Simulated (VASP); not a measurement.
Input of a VASP 6.6.1 run:

File INCAR:

```
PREC = Accurate
ENCUT = 520
EDIFF = 1E-6
ISMEAR = 0
SIGMA = 0.05
LREAL = False
LASPH = True
NELM = 60
ALGO = Normal
ISIF = 2
LWAVE = False
LCHARG = False
GGA = PE
IVDW = 12
NBANDS = 35
```

The input KPOINTS:

```
regular mesh
0
Gamma
  8 6 6
```

Contents of POSCAR:

```
SnO2
1.0
    1.6186264610     -2.8035432689      0.0000000000
    1.6186264610      0.9345144230      4.2918257460
   -4.8558793830     -2.8035432689      0.0000000000
Sn O
2 4
Direct
    0.5420109282      0.4385267298     -0.0188144674
   -0.0420109282      0.5614732702      0.5188144674
    0.4800750937      0.7536670303      0.7751600430
    1.0199249063      0.7079330855      0.2120399956
    0.4800750937      0.2920669145      0.2879600044
    1.0199249063      0.2463329697      0.7248399570
```

Potentials or basis: VASP PAW PBE potentials, release 64 (Sn_d, O).

Command:

```sh
$ cat potpaw_PBE.64/Sn_d/POTCAR potpaw_PBE.64/O/POTCAR > POTCAR
$ mpirun -np 1 vasp_std > vasp.out
```

**Question.** Estimate the band gap on the k mesh.

**Answer.** 0.98 eV (least direct gap 1.06 eV).

**Question.** Estimate the pressure.

**Answer.** -1.7 GPa.

**Question.** What does it give for the largest force?

**Answer.** 1.579 eV/Å.

Forces in eV/Å, atoms in the order of the input:
```
Sn  -0.933  1.166  0.514
Sn   0.933 -1.166 -0.514
O    0.075  0.022  0.014
O   -0.221  0.092 -0.041
O    0.221 -0.092  0.041
O   -0.075 -0.022 -0.014
```

Caveat: the cell differs from its parent crystal (atoms displaced along a vibrational mode); spin-orbit coupling is left out, which moves the levels of the heavy elements; forces of over 1 eV/Å act on the atoms, so gaps and moduli don't describe the material at rest. A k mesh can miss the band edges.
